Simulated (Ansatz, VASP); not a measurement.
# TaN in VASP and in Ansatz

Contents of INCAR:

```
  PREC = Accurate
  ENCUT = 520
  EDIFF = 1E-6
  ISMEAR = -1
  SIGMA = 0.01
  LREAL = F
  LASPH = T
  NELM = 60
  ALGO = Normal
  ISIF = 2
  LWAVE = F
  LCHARG = F
  GGA = PS
  NBANDS = 24
```

The input KPOINTS:

```
Automatic mesh
0
Gamma
  9 9 5
```

Contents of POSCAR:

```
TaN
1.0
    3.0500010905      0.0305000109      0.0305000109
   -1.4985867610      2.6261284206      0.0111637788
    0.0494000000      0.0494000000      4.9400000000
Ta N
2 2
Direct
    0.3333333333      0.6666666667      0.0000000000
    0.6666666667      0.3333333333      0.5000000000
    0.3333333333      0.6666666667      0.3850000000
    0.6666666667      0.3333333333      0.8850000000
```

Input for Ansatz:

```yaml
crystal:
  lattice:
    - [3.0500010905, 0.0305000109, 0.0305000109]
    - [-1.498586761, 2.6261284206, 0.0111637788]
    - [0.0494, 0.0494, 4.94]
  atoms:
    - { symbol: Ta, position: [0.3333333333, 0.6666666667, 0.0] }
    - { symbol: Ta, position: [0.6666666667, 0.3333333333, 0.5] }
    - { symbol: "N", position: [0.3333333333, 0.6666666667, 0.385] }
    - { symbol: "N", position: [0.6666666667, 0.3333333333, 0.885] }
kpoints:
  mp_grid: { grid: [9, 9, 5] }
  band_path:
    path:
      - [0.0, 0.0, 0.0]
      - [0.0, -0.5, 0.0]
      - [0.0, 0.0, 0.5]
      - [0.0, 0.0, 0.0]
      - [-0.5, 0.0, 0.0]
      - [-0.5, 0.5, -0.5]
      - [0.0, 0.0, 0.0]
      - [-0.5, 0.0, -0.5]
      - [-0.5, 0.5, 0.0]
    npoints: 5
scf:
  occupations: { method: fermi_dirac, width: 0.01 }
hamiltonian:
  xc: pbesol
  pseudopotentials: { kind: all_electron, lapw: { basis_error: 0.001 } }
output:
  forces: true
  stress: true
  eigenvalues: true
```

Change from the starting cell: equal xy, yz and zx shear strains of +2 %.

Alike in both runs: task single point; functional PBEsol; k mesh 9 × 9 × 5; occupations fermi-dirac, width 0.01 eV; no spin polarisation.

|  | VASP | Ansatz |
| --- | --- | --- |
| version | VASP 6.6.1 | Ansatz 0.2.0 |
| potentials or method | VASP PAW PBE potentials, release 64 (Ta_pv, N), cutoff 520 eV | all-electron LAPW, scalar-relativistic |

|  | VASP | Ansatz | Ansatz less VASP |
| --- | --- | --- | --- |
| pressure (GPa) | 129.8 | 124.0 | -5.81 |
| traceless stress, the component that is largest in VASP (GPa) | -17.14 | -16.47 | +0.678 |
| rms of the force components (eV/Å) | 1.436 | 1.399 | -0.0375 |

VASP's potentials were made for PBE, not for PBEsol. Atom by atom the forces differ by 0.039 eV/Å (rms over components). Both programs put the cell under a high pressure, so it lies far from rest at this level. Ansatz ran all-electron here, and VASP with PAW potentials.

Spin-orbit coupling is off throughout. Noted on VASP's run: the cell as given lies far from equilibrium.
